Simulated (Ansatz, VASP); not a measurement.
# BP: VASP beside Ansatz

```
CELL_PARAMETERS angstrom
0.00000 2.27383 2.27383
2.27383 0.00000 2.27383
2.27383 2.27383 0.00000
ATOMIC_POSITIONS crystal
B 0.00000 0.00000 0.00000
P 0.75000 0.75000 0.75000
```

Alike in both runs: task single point; functional PBEsol; dispersion D3(BJ); k mesh 8 × 8 × 8; occupations gaussian, width 0.05 eV; no spin polarisation.

|  | VASP | Ansatz |
| --- | --- | --- |
| version | VASP 6.6.1 | Ansatz 0.2.0 |
| potentials or method | VASP PAW PBE potentials, release 64 (B, P), cutoff 520 eV | scalar-relativistic, plane waves, PAW |
| valence electrons in the cell | 8 | 8 |

|  | VASP | Ansatz | Ansatz less VASP |
| --- | --- | --- | --- |
| gap on the k mesh at the Fermi level (eV) | 1.17 | 1.17 | +0.004 |
| least direct gap on the mesh (eV) | 3.35 | 3.35 | +0.005 |
| pressure (GPa) | -6.3 | -6.4 | -0.10 |

VASP's potentials were made for PBE, not for PBEsol.
